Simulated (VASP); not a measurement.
AsAu (zincblende type), 2 atoms in the cell. The structure is cubic, space group F-43m (No. 216). The conventional cell has a = 5.841 Å, b = 5.841 Å, c = 5.841 Å, α = 90.00°, β = 90.00°, γ = 90.00°. Within 3.3 Å of Au (site symmetry -43m) lie 4 As at 2.53 Å. Within 3.3 Å of As (site symmetry -43m) lie 4 Au at 2.53 Å. 

```yaml
Program: VASP 6.6.1
Task: single point
Functional: PBE
Potentials_or_basis: VASP PAW PBE potentials, release 64 (Au, As)
Cutoff: 520 eV
k_mesh: 11 × 11 × 11
Occupations: fermi-dirac, width 0.08 eV
Spin: no spin polarisation
Dipole_correction: no
Further_INCAR_settings: ALGO = Normal; EDIFF = 1e-06; NBANDS = 15
```

Potentials or basis: VASP PAW PBE potentials, release 64 (Au, As).

The run is started by

```console
$ cat potpaw_PBE.64/Au/POTCAR potpaw_PBE.64/As/POTCAR > POTCAR
$ mpirun -np 1 vasp_std > vasp.out
```

Hardware: 1 thread of Intel Xeon 8259CL, on a shared host.

How long does it take, and how much memory?

Wall time 46 s on 1 thread of Intel Xeon 8259CL, with other jobs on the host, peak memory 0.2 GiB. Counts: scf iterations 12, k points 56.
